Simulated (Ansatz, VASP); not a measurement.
Ge in VASP and in Ansatz

```
Ge
1.0
     4.08180    0.00000    0.00000
    -2.04090    3.53494    0.00000
     0.00000    0.00000    3.30303
Ge
2
Cartesian
  2.0409 1.1783 0.4918
  0.0000 2.3566 2.8112
```

Alike in both runs: task relaxation of cell and atoms; functional PBE; dispersion D3(BJ); k mesh 6 × 6 × 6; occupations gaussian, width 0.1 eV; no spin polarisation.

|  | VASP | Ansatz |
| --- | --- | --- |
| version | VASP 6.6.1 | Ansatz 0.2.0 |
| potentials or method | VASP PAW PBE potentials, release 64 (Ge_d), cutoff 600 eV | scalar-relativistic, plane waves, PAW |
| valence electrons in the cell | 28 | 28 |

```tsv
	VASP	Ansatz	Ansatz less VASP
gap on the k mesh at the Fermi level, each at its own relaxed structure (eV)	none	none	-
relaxed volume (Å³/atom)	24.09	24.04	-0.054
relaxed length of the cell vector where the two differ most in proportion (Å)	3.312	3.302	-0.0102
```

A gap of «none» marks a metal or a gap that the smearing closes. Ansatz's warnings: dispersion switch in reach, relaxed geometry near dispersion switch.
